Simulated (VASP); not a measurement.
A run of VASP 6.6.1 is set up as follows.

The input POSCAR:

```
CdTe
1.0
    3.3106525556      3.3106525556      0.0000000000
   -3.3106525556      3.3106525556      0.0000000000
    0.0000000000      3.3106525556      3.2393707213
Cd Te
1 1
Direct
    0.0000000000      0.0000000000      0.0000000000
    0.7500000000      0.2500000000      0.5000000000
```

File INCAR.step1:

```
SYSTEM = CdTe
PREC = Accurate
ENCUT = 520
ISMEAR = 0
SIGMA = 0.01
LREAL = .FALSE.
LASPH = .TRUE.
NELM = 60
NBANDS = 16
GGA = PE
ALGO = Normal
EDIFF = 1E-4
LWAVE = .TRUE.
LCHARG = .FALSE.
```

The input INCAR.step2:

```
SYSTEM = CdTe
PREC = Accurate
ENCUT = 520
EDIFF = 1E-6
ISMEAR = 0
SIGMA = 0.01
LREAL = .FALSE.
LASPH = .TRUE.
NELM = 60
ALGO = Normal
ISIF = 2
LWAVE = .FALSE.
LCHARG = .FALSE.
METAGGA = R2SCAN
LMIXTAU = .TRUE.
NBANDS = 16
ISTART = 1
```

KPOINTS

```
Automatic mesh
0
G
  6 6 6
  0 0 0
```

Potentials or basis: VASP PAW PBE potentials, release 64 (Cd, Te).

Run with:

```console
$ cat potpaw_PBE.64/Cd/POTCAR potpaw_PBE.64/Te/POTCAR > POTCAR
$ cp INCAR.step1 INCAR
$ mpirun -np 1 vasp_std > vasp.out
$ cp INCAR.step2 INCAR
$ mpirun -np 1 vasp_std > vasp.out
```

Task: Estimate the pressure.

Result: -0.2 GPa.

Task: Predict the band gap on the k mesh.

Result: 1.09 eV.

Stress tensor (GPa, compression positive):
```
-0.29  0.00  0.00
 0.00 -0.29  0.00
 0.00  0.00  0.07
```

Caveat: the cell differs from its parent crystal (in-plane strain +0.01, then relaxed in part); the PAW data sets were made with another functional, which shifts forces and pressure a little; spin-orbit coupling is left out, which moves the levels of the heavy elements.
